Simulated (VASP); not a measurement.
Wanted: the native input for a VASP 6.6.1 run.

```
Task                   : single point
Functional             : PBE
Potentials or basis    : VASP PAW PBE potentials, release 64 (P, O)
Cutoff                 : 520 eV
k mesh                 : 18 × 18 × 18
Occupations            : fermi-dirac, width 0.0612256 eV
Spin                   : no spin polarisation
Dipole correction      : no
Further INCAR settings : ALGO = Normal; EDIFF = 1e-06; NBANDS = 15
```

The structure of P2O (antifluorite type) lies in POSCAR:

```
P2O
1.0
    0.0000000000      2.7147362842      2.7147362842
    2.7147362842      0.0000000000      2.7147362842
    2.7147362842      2.7147362842      0.0000000000
P O
2 1
Direct
    0.2500000000      0.2500000000      0.2500000000
    0.7500000000      0.7500000000      0.7500000000
    0.0000000000      0.0000000000      0.0000000000
```

These files were run (other wordings do the same):

INCAR

```
SYSTEM = P2O
PREC = Accurate
ENCUT = 520
EDIFF = 1E-6
ISMEAR = -1
SIGMA = 0.06122561905347299
LREAL = .False.
LASPH = .True.
NELM = 100
ALGO = Normal
ISIF = 2
LWAVE = .False.
LCHARG = .False.
GGA = PE
NBANDS = 15
```

KPOINTS

```
regular mesh
0
Gamma
  18 18 18
  0 0 0
```

Potentials or basis: VASP PAW PBE potentials, release 64 (P, O).

Run with:

```bash
$ cat potpaw_PBE.64/P/POTCAR potpaw_PBE.64/O/POTCAR > POTCAR
$ mpirun -np 1 vasp_std > vasp.out
```

Results of the run:

```yaml
Pressure: -0.2 GPa
Band_gap_on_the_k_mesh: zero (bands 8 and 9 overlap by 3.21 eV)
```

Wall time 60 s on 1 thread of AMD EPYC 9R45 96-Core Processor (Zen 5), on a shared host, peak memory 0.2 GiB.
